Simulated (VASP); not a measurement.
# TiAl (P-6m2) in VASP: notebook

Runs on TiAl. Level: PBE. Tasks: single point.

Everything below comes from runs of VASP 6.6.1. Logs are shortened: lines on timing, memory, paths and dates and some standing lists are left out, and cuts for length are marked.

### Step 1. The cell of the first run

Symmetry: P-6m2, No. 187, hexagonal system. The conventional cell has a = 3.025 Å, b = 3.025 Å, c = 4.463 Å, α = 90.00°, β = 90.00°, γ = 120.00°. Ti (site symmetry -6m2) has 6 Al at 2.83 Å and 6 Ti at 3.02 Å within 3.7 Å. Al (site symmetry -6m2) has 6 Ti at 2.83 Å and 6 Al at 3.02 Å within 3.7 Å.

### Step 2. Single point, PBE

Contents of INCAR:

```
ALGO = Fast
EDIFF = 1E-6
ENCUT = 520
GGA = PE
ISIF = 2
ISMEAR = 0
LASPH = T
LCHARG = F
LREAL = F
LWAVE = F
NBANDS = 14
NELM = 80
PREC = Accurate
SIGMA = 0.15
```

Contents of KPOINTS:

```
k-points
0
Gamma
  18 18 10
```

Contents of POSCAR:

```
TiAl
1.0
    3.0250000000      0.0000000000      0.0000000000
   -1.5125000000      2.6197268464      0.0000000000
    0.0000000000      0.0000000000      4.4625000000
Ti Al
1 1
Direct
    0.0000000000      0.0000000000      0.0000000000
    0.3333333333      0.6666666667      0.5000000000
```

Potentials or basis: VASP PAW PBE potentials, release 64 (Ti_sv, Al).

Run with:

```
> cat potpaw_PBE.64/Ti_sv/POTCAR potpaw_PBE.64/Al/POTCAR > POTCAR
> mpirun -np 1 vasp_std > vasp.out
```

OUTCAR:

```text
EDIFF = 1E-6
   ENCUT = 520
   GGA = PE
   ISIF = 2
   ISMEAR = 0
   LASPH = T
   LREAL = F
   NELM = 80
   PREC = Accurate

 ion  position               nearest neighbor table
   1  0.000  0.000  0.000-   2 2.83   2 2.83   2 2.83   2 2.83   2 2.83   2 2.83
   2  0.333  0.667  0.500-   1 2.83   1 2.83   1 2.83   1 2.83   1 2.83   1 2.83

  LATTYP: Found a hexagonal cell.
 ALAT       =     3.0250000000
 C/A-ratio  =     1.4752066116

  Lattice vectors:

 A1 = (   3.0250000000,   0.0000000000,   0.0000000000)
 A2 = (  -1.5125000000,   2.6197268464,   0.0000000000)
 A3 = (   0.0000000000,   0.0000000000,   4.4625000000)

Analysis of symmetry for initial positions (statically):
=====================================================================
 Subroutine PRICEL returns:
 Original cell was already a primitive cell.

 Routine SETGRP: Setting up the symmetry group for a
 hexagonal supercell.

 Subroutine GETGRP returns: Found 12 space group operations
 (whereof 12 operations were pure point group operations)
 out of a pool of 24 trial point group operations.

The static configuration has the point symmetry D_3h.

Analysis of symmetry for dynamics (positions and initial velocities):
=====================================================================
 Subroutine PRICEL returns:
 Original cell was already a primitive cell.

 Routine SETGRP: Setting up the symmetry group for a
 hexagonal supercell.

 Subroutine GETGRP returns: Found 12 space group operations
 (whereof 12 operations were pure point group operations)
 out of a pool of 24 trial point group operations.

The dynamic configuration has the point symmetry D_3h.

 Subroutine INISYM returns: Found 12 space group operations
 (whereof 12 operations are pure point group operations),
 and found     1 'primitive' translations

----------------------------------------------------------------------------------------

                                     Primitive cell

  volume of cell :      35.3639

  direct lattice vectors                    reciprocal lattice vectors
     3.025000000  0.000000000  0.000000000     0.330578512  0.190859593  0.000000000
    -1.512500000  2.619726846  0.000000000     0.000000000  0.381719186  0.000000000
     0.000000000  0.000000000  4.462500000     0.000000000  0.000000000  0.224089636

  length of vectors
     3.025000000  3.025000000  4.462500000     0.381719186  0.381719186  0.224089636

  position of ions in fractional coordinates (direct lattice)
     0.000000000  0.000000000  0.000000000
     0.333333333  0.666666667  0.500000000

  ion indices of the primitive-cell ions
   primitive index   ion index
                 1           1
                 2           2

----------------------------------------------------------------------------------------

 KPOINTS: k-points

Automatic generation of k-mesh.
 Grid dimensions read from file:
 generate k-points for:   18   18   10

 Generating k-lattice:

  Cartesian coordinates                     Fractional coordinates (reciprocal lattice)
     0.018365473  0.010603311  0.000000000     0.055555556  0.000000000  0.000000000
     0.000000000  0.021206621  0.000000000     0.000000000  0.055555556  0.000000000
     0.000000000  0.000000000  0.022408964     0.000000000  0.000000000  0.100000000

  Length of vectors
     0.021206621  0.021206621  0.022408964

  Shift w.r.t. Gamma in fractional coordinates (k-lattice)
     0.000000000  0.000000000  0.000000000

 Subroutine IBZKPT returns following result:
 ===========================================

 Found    222 irreducible k-points:

 Following reciprocal coordinates:
            Coordinates               Weight
  0.000000  0.000000  0.000000      1.000000
  0.055556  0.000000  0.000000      6.000000
  0.111111  0.000000  0.000000      6.000000
  0.166667  0.000000  0.000000      6.000000
  0.222222  0.000000  0.000000      6.000000
  0.277778  0.000000  0.000000      6.000000
[... 16 lines left out ...]
  0.333333  0.111111  0.000000     12.000000
  0.388889  0.111111  0.000000     12.000000
 [... further k-points ...]
   k-points           NKPTS =    222   k-points in BZ     NKDIM =    222   number of bands    NBANDS=     14
   number of dos      NEDOS =    301   number of ions     NIONS =      2
   total plane-waves  NPLWV =  20736
   dimension x,y,z NGX =    24 NGY =   24 NGZ =   36
   dimension x,y,z NGXF=    48 NGYF=   48 NGZF=   72
   ions per type =               1   1
   NGX,Y,Z   is equivalent  to a cutoff of  13.19, 13.19, 13.41 a.u.
   NGXF,Y,Z  is equivalent  to a cutoff of  26.38, 26.38, 26.82 a.u.
 SYSTEM =  unknown system
   PREC   = accura    normal or accurate (medium, high low for compatibility)
   ISTART =      0    job   : 0-new  1-cont  2-samecut
   ICHARG =      2    charge: 1-file 2-atom 10-const
   ISPIN  =      1    spin polarized calculation?
   LNONCOLLINEAR =      F non collinear calculations
   LSORBIT =      F    spin-orbit coupling
   LASPH  =      T    aspherical Exc in radial PAW
   ENCUT  =  520.0 eV  38.22 Ry    6.18 a.u.   5.62  5.62  8.30*2*pi/ulx,y,z
   NELM   =     80;   NELMIN=  2; NELMDL= -5     # of ELM steps
   EDIFF  = 0.1E-05   stopping-criterion for ELM
   LREAL  =      F    real-space projection
   EDIFFG = 0.1E-04   stopping-criterion for IOM
   NSW    =      0    number of steps for IOM
   IBRION =     -1    ionic relax: 0-MD 1-quasi-New 2-CG
   NFREE  =      0    steps in history (QN), initial steepest desc. (CG)
   ISIF   =      2    stress and relaxation
   ISYM   =      2    0-nonsym 1-usesym 2-fastsym
   POTIM  = 0.5000    time-step for ionic-motion
   TEBEG  =    0.0;   TEEND  =   0.0 temperature during run
   PSTRESS=    0.0 pullay stress
   NELECT =      15.0000    total number of electrons
   NUPDOWN=      -1.0000    fix difference up-down
   EMIN   =  10.00;   EMAX   =-10.00  energy-range for DOS
   EFERMI =   0.00;   METHOD = LEGACY
   ISMEAR =     0;   SIGMA  =   0.15  broadening in eV -4-tet -1-fermi 0-gaus
   EFERMI_NEDOS =   21; number of points for ismear=-14 and -15
   IALGO  =     68    algorithm
   IMIX   =      4    mixing-type and parameters
     AMIX     =   0.40;   BMIX     =  1.00
     AMIX_MAG =   1.60;   BMIX_MAG =  1.00
  volume/ion in A,a.u.               =      17.68       119.32
  Fermi-wavevector in a.u.,A,eV,Ry     =   1.230039  2.324436 20.585543  1.512995
  Thomas-Fermi vector in A             =   2.364903
   LORBIT       =      0    0 simple, 1 ext, 2 COOP (PROOUT), +10 PAW based schemes
   GGA     = PE    functional components
   LHFCALC =     F    Hartree Fock is set to
   AEXX    =    0.0000 exact exchange contribution
   IVDW    =     0    specifies the selected vdW correction
   LEPSILON=     F    determine dielectric tensor
   LRPA    =     F    only Hartree local field effects (RPA)
 non-spin polarized calculation
 RMM-DIIS sequential band-by-band and
 Gauss-broadening in eV      SIGMA  =   0.15
  energy-cutoff  :      520.00
  volume of cell :       35.36
 maximum number of plane-waves:      1000
 NGX is ok and might be reduce to    24
   NGX = 11   NGY = 11   NGZ = 17

 number of electron      15.0000000 magnetization

 Free energy of the ion-electron system (eV)
  ---------------------------------------------------
  ext. energy  EPLUGINS =         0.00000000
  ---------------------------------------------------
  free energy    TOTEN  =       -12.01262772 eV

  energy without entropy =      -11.97995205  energy(sigma->0) =      -11.99628989

 E-fermi :   7.2140     XC(G=0): -10.6821

 val. band max:        7.2087635648   @ k =   0.2778   0.0000   0.1000
 cond. band min:       7.2178029285   @ k =   0.2778   0.0556   0.5000
 fundamental gap:      0.0090393637
 Fermi energy:         7.2140066736

 k-point     1 :       0.0000    0.0000    0.0000
  band No.  band energies     occupation
      1     -49.5087      2.00000
      2     -25.8216      2.00000
      3     -25.5280      2.00000
      4     -25.5280      2.00000
      5      -1.2573      2.00000
      6       5.3732      2.00000
      7       6.2177      2.00000
      8       8.3104      0.00000
      9       8.3104      0.00000
     10       9.4820      0.00000
     11       9.4820      0.00000
     12      11.9058      0.00000
     13      18.4657      0.00000
     14      18.4657      0.00000

 k-point     2 :       0.0556    0.0000    0.0000
  band No.  band energies     occupation
      1     -49.5072      2.00000
      2     -25.8200      2.00000
      3     -25.5386      2.00000
      4     -25.5304      2.00000
      5      -1.1880      2.00000
      6       5.4388      2.00000
      7       6.2042      2.00000
      8       8.2448      0.00000
      9       8.3615      0.00000
     10       9.4640      0.00000
     11       9.5327      0.00000
     12      11.9128      0.00000
     13      17.4424      0.00000
     14      17.8543      0.00000

 k-point     3 :       0.1111    0.0000    0.0000
  band No.  band energies     occupation
      1     -49.5029      2.00000
      2     -25.8154      2.00000
      3     -25.5691      2.00000
      4     -25.5375      2.00000
      5      -0.9812      2.00000
      6       5.6267      2.00000
      7       6.1674      2.00000
      8       8.0616      0.00000
      9       8.5118      0.00000
     10       9.4124      0.00000
     11       9.6802      0.00000
     12      11.9298      0.00000
     13      15.8703      0.00000
     14      17.0213      0.00000

 k-point     4 :       0.1667    0.0000    0.0000
  band No.  band energies     occupation
      1     -49.4964      2.00000
      2     -25.8082      2.00000
      3     -25.6155      2.00000
      4     -25.5483      2.00000
      5      -0.6401      2.00000
      6       5.9067      2.00000
      7       6.1166      2.00000
      8       7.7964      0.00000
      9       8.7524      0.00000
     10       9.3346      0.00000
     11       9.9124      0.00000
     12      11.9386      0.00000
     13      14.3389      0.00000
     14      16.2568      0.00000

 k-point     5 :       0.2222    0.0000    0.0000
  band No.  band energies     occupation
      1     -49.4883      2.00000
      2     -25.7995      2.00000
      3     -25.6721      2.00000
      4     -25.5615      2.00000
      5      -0.1698      2.00000
      6       6.0623      2.00000
      7       6.2110      2.00000
      8       7.4921      0.00874
      9       9.0675      0.00000
     10       9.2410      0.00000
     11      10.2131      0.00000
[... 276 lines left out ...]
 k-point    22 :       0.2778    0.1111    0.0000
  band No.  band energies     occupation
      1     -49.4695      2.00000
      2     -25.7860      2.00000
      3     -25.7789      2.00000
      4     -25.6089      2.00000
      5       1.3213      2.00000
      6       6.0299      2.00000
      7       6.3746      2.00000
      8       6.9040      1.99653
      9       8.7673      0.00000
     10       9.6472      0.00000
     11      11.0746      0.00000
     12      11.2854      0.00000
     13      12.4330      0.00000
     14      13.1318      0.00000

 k-point    23 :       0.3333    0.1111    0.0000
  band No.  band energies     occupation
      1     -49.4633      2.00000
      2     -25.8250      2.00000
      3     -25.7722      2.00000
      4     -25.6225      2.00000
      5       2.1218      2.00000
      6       5.8345      2.00000
      7       6.0323      2.00000
      8       6.7050      2.00000
      9       8.6313      0.00000
     10       9.8259      0.00000
     11      10.9564      0.00000
     12      11.7209      0.00000
     13      12.3914      0.00000
     14      13.1240      0.00000

 k-point    24 :       0.3889    0.1111    0.0000
  band No.  band energies     occupation
      1     -49.4593      2.00000
      2     -25.8502      2.00000
      3     -25.7678      2.00000
      4     -25.6314      2.00000
      5       2.9900      2.00000
      6       5.0230      2.00000
      7       6.0388      2.00000
      8       6.5587      2.00000
      9       8.5393      0.00000
     10      10.0409      0.00000
     11      10.9602      0.00000
     12      12.0734      0.00000
     13      12.2532      0.00000
     14      13.3868      0.00000

 [... further k-points ...]
[... 5 lines left out ...]
  --------------------------------------------------------------------------------------
  -------------------------------------------------------------------------------------
  Total       -1.4741429     -1.4741429      0.3815465      0.0000000      0.0000000     -0.0000000
  in kB      -66.7867865    -66.7867865     17.2861562      0.0000000      0.0000000     -0.0000000
  external PRESSURE =     -38.7624722 kB  Pullay stress =       0.0000000 kB

 VOLUME and BASIS-vectors are now :
 -----------------------------------------------------------------------------
  energy-cutoff  :      520.00
  volume of cell :       35.36
      direct lattice vectors                 reciprocal lattice vectors
     3.025000000  0.000000000  0.000000000     0.330578512  0.190859593  0.000000000
    -1.512500000  2.619726846  0.000000000     0.000000000  0.381719186  0.000000000
     0.000000000  0.000000000  4.462500000     0.000000000  0.000000000  0.224089636

 POSITION                                       TOTAL-FORCE (eV/Angst)
 -----------------------------------------------------------------------------------
      0.00000      0.00000      0.00000         0.000000     -0.000000      0.000000
     -0.00000      1.74648      2.23125        -0.000000      0.000000      0.000000
 -----------------------------------------------------------------------------------
    total drift:                                0.000000     -0.000000      0.000000

  FREE ENERGIE OF THE ION-ELECTRON SYSTEM (eV)
  ---------------------------------------------------
  free  energy   TOTEN  =       -12.0126277216 eV

  energy  without entropy=      -11.9799520521  energy(sigma->0) =      -11.99628989
```

It took 1.9 min on 1 thread of AMD EPYC 9R45 (Zen 5), shared host; peak memory 0.21 GiB.

Results:

```
Free energy : -12.0126 eV
Pressure    : -3.9 GPa
```

Stress tensor (GPa, compression positive):
```
-6.68  0.00  0.00
 0.00 -6.68  0.00
 0.00  0.00  1.73
```

### Step 3. Single point, PBE

This run uses another cell than the first one, of 13.27 Å³/atom, 0.750 times its volume.

Contents of INCAR:

```
PREC = Accurate
ENCUT = 520
EDIFF = 1E-6
ISMEAR = 0
SIGMA = 0.15
LREAL = False
LASPH = True
NELM = 100
ALGO = Fast
ISIF = 2
LWAVE = False
LCHARG = False
GGA = PE
NBANDS = 14
```

Contents of KPOINTS:

```
regular mesh
0
Gamma
  18 18 10
```

Contents of POSCAR:

```
TiAl
1.0
    2.7369000000      0.0000000000      0.0000000000
   -1.3684500000      2.3702249276      0.0000000000
    0.0000000000      0.0000000000      4.0906000000
Ti Al
1 1
Direct
    0.0000000000      0.0000000000      0.0000000000
    0.3333333333      0.6666666667      0.5000000000
```

Potentials or basis: VASP PAW PBE potentials, release 64 (Ti_sv, Al).

Run with:

```
> cat potpaw_PBE.64/Ti_sv/POTCAR potpaw_PBE.64/Al/POTCAR > POTCAR
> mpirun -np 1 vasp_std > vasp.out
```

Wall time 87 s (1 thread of Intel Xeon 6975P-C, shared host); peak memory 0.2 GiB.

The run converged. Its results:

| Quantity | Value |
| --- | --- |
| Free energy | -11.2897 eV |
| Pressure | 40.1 GPa |

Stress tensor (GPa, compression positive):
```
32.40  0.00  0.00
 0.00 32.40  0.00
 0.00  0.00 55.55
```

Levels at points of the mesh, in eV from the Fermi level:
| k point | band 5 | band 6 | band 7 | band 8 | band 9 | band 10 | band 11 | band 12 |
| --- | --- | --- | --- | --- | --- | --- | --- | --- |
| (0.00, 0.00, 0.00) | -9.85 | -2.32 | -0.91 | 1.45 | 1.45 | 3.25 | 3.25 | 6.41 |
| (0.50, 0.00, 0.00) | -4.43 | -3.01 | -1.95 | -1.29 | 2.34 | 4.82 | 5.46 | 5.56 |
| (0.00, 0.00, 0.50) | -8.39 | -5.54 | -0.06 | 1.48 | 1.48 | 3.04 | 3.04 | 9.07 |
| (0.50, 0.00, 0.50) | -4.47 | -2.39 | -2.23 | 0.91 | 1.35 | 1.94 | 4.60 | 4.83 |

(Continued in part 2 of 2.)
